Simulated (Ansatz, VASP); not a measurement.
## MgSi3N2 in VASP and in Ansatz

The input INCAR:

```
ALGO = Normal
EDIFF = 1E-6
EDIFFG = -0.04
ENCUT = 600
GGA = PE
IBRION = 2
ISIF = 3
ISMEAR = 0
LASPH = T
LCHARG = F
LREAL = F
LWAVE = F
NELM = 80
NSW = 90
PREC = Accurate
SIGMA = 0.1
```

KPOINTS

```
k-points
0
Gamma
  6 6 4
```

Contents of POSCAR:

```
MgSi3N2
1.0
    5.2575524988      0.0000000000      0.0000000000
   -2.6287762494      4.5531740257      0.0000000000
    0.0000000000      0.0000000000      4.8875668081
Mg Si N
1 3 2
Direct
    0.6666666667      0.3333333333      0.0000000000
    0.6666666667      0.3333333333      0.5000000000
    0.0000000000      0.0000000000      0.0000000000
    0.0000000000      0.0000000000      0.5000000000
    0.3333333333      0.6666666667      0.1143402026
    0.3333333333      0.6666666667      0.8856597974
```

Input for Ansatz:

```yaml
crystal:
  lattice:
    - [5.2575524988, 0.0, 0.0]
    - [-2.6287762494, 4.5531740257, 0.0]
    - [0.0, 0.0, 4.8875668081]
  atoms:
    - { symbol: Mg, position: [0.6666666667, 0.3333333333, 0.0] }
    - { symbol: Si, position: [0.6666666667, 0.3333333333, 0.5] }
    - { symbol: Si, position: [0.0, 0.0, 0.0] }
    - { symbol: Si, position: [0.0, 0.0, 0.5] }
    - { symbol: "N", position: [0.3333333333, 0.6666666667, 0.1143402026] }
    - { symbol: "N", position: [0.3333333333, 0.6666666667, 0.8856597974] }
basis:
  ecutwfc: 420
kpoints:
  mp_grid: { grid: [6, 6, 4] }
hamiltonian:
  xc: pbe
scf:
  occupations: { method: gaussian, width: 0.1 }
  lower_state_search: "off"
output:
  forces: true
  stress: true
  eigenvalues: true
relax:
  adjacent_minimum: "off"
  f_tol: 0.04
  max_steps: 70
  cell: { stress_tol: 0.4 }
```

Change from the starting cell: species swapped into the La2CuSi3 type (P-6m2, No. 187).

Alike in both runs: task relaxation of cell and atoms; functional PBE; k mesh 6 × 6 × 4; occupations gaussian, width 0.1 eV; no spin polarisation.

|  | VASP | Ansatz |
| --- | --- | --- |
| version | VASP 6.6.1 | Ansatz 0.2.0 |
| potentials or method | VASP PAW PBE potentials, release 64 (Mg, Si, N), cutoff 600 eV | scalar-relativistic, plane waves, PAW |
| valence electrons in the cell | 24 | 32 |

```tsv
	VASP	Ansatz	Ansatz less VASP
gap on the k mesh at the Fermi level, each at its own relaxed structure (eV)	none	none	-
relaxed volume (Å³/atom)	18.99	19.19	+0.204
relaxed length of the cell vector where the two differ most in proportion (Å)	5.093	5.119	+0.0260
```

A gap of «none» marks a metal or a gap that the smearing closes. VASP's potentials hold 24 valence electrons a cell and Ansatz's 32, so a difference there can come from the potentials and not from the codes.

Noted on VASP's run: the standard files for N, O and F lose accuracy on very short bonds.
